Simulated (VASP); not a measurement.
Crystal: Cl.

```
Cl
1.0
     2.25853   -4.68596    0.00000
     2.25853    4.68596    0.00000
     0.00000    0.00000    4.55684
Cl
2
Direct
  0.60875 0.39125 0.00000
  0.39125 0.60875 0.00000
```

| Item | Value |
| --- | --- |
| Program | VASP 6.6.1 |
| Task | relaxation of shape and atoms at fixed volume |
| Functional | PBE |
| Potentials or basis | VASP PAW PBE potentials, release 64 (Cl) |
| Cutoff | 600 eV |
| k mesh | 8 × 8 × 6 |
| Occupations | gaussian, width 0.02 eV |
| Spin | no spin polarisation |

At the start: pressure -0.8 GPa; volume 48.23 Å³/atom.

Task: How do energy, volume and symmetry change on relaxing?

Result: Over 3 steps the energy falls by 5.8 meV/atom; space group Cmmm (No. 65, to 0.1 Å) before and after.

The path:
```csv
step,energy change (eV),largest force (eV/Å),pressure (GPa),volume (Å³)
1,0.0000,0.5931,-0.77,96.45
2,0.0240,1.2285,1.32,96.45
3,-0.0116,0.0088,-0.07,96.45
```

Final structure:
```xyz
2
Lattice="2.2671 -4.6497 0.0000 2.2671 4.6497 0.0000 0.0000 0.0000 4.5751" Properties=species:S:1:pos:R:3 pbc="T T T"
Cl    2.2671   -1.0009    0.0000
Cl    2.2671    1.0009    0.0000
```

Caveat: this functional lacks dispersion, which holds the molecules together, so the pressure and a relaxed volume are unreliable; this functional lacks dispersion, which binds layers or chains, so the pressure and a relaxed spacing across them are unreliable.
